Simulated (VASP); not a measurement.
A run of VASP 6.6.1 is set up as follows.

Contents of INCAR:

```
SYSTEM = Sb
PREC = Accurate ; ENCUT = 520
EDIFF = 1E-6 ; ISMEAR = -1
SIGMA = 0.05 ; LREAL = .False.
LASPH = .True. ; NELM = 80
ALGO = Normal ; ISIF = 2
LWAVE = .False. ; LCHARG = .True.
GGA = PS ; LELF = .True.
LVHAR = .True. ; NBANDS = 12
```

The input KPOINTS:

```
Automatic mesh
0
Gamma
  8 8 8
  0 0 0
```

POSCAR

```
Sb
1.0
    2.1542000000      1.2437279499      3.7580000000
   -2.1542000000      1.2437279499      3.7580000000
    0.0000000000     -2.4874558998      3.7580000000
Sb
2
Direct
    0.7665100000      0.7665100000      0.7665100000
    0.2334900000      0.2334900000      0.2334900000
```

Potentials or basis: VASP PAW PBE potentials, release 64 (Sb).

Launch:

```console
$ cat potpaw_PBE.64/Sb/POTCAR > POTCAR
$ mpirun -np 1 vasp_std > vasp.out
```

Q: Predict the pressure.

A: 0.2 GPa.

Q: What does it give for the largest force?

A: 0.157 eV/Å.

Forces on the atoms (eV/Å):
```
Sb   0.000  0.000 -0.157
Sb   0.000  0.000  0.157
```

Caveat: the PAW data sets were made with another functional, which shifts forces and pressure a little.
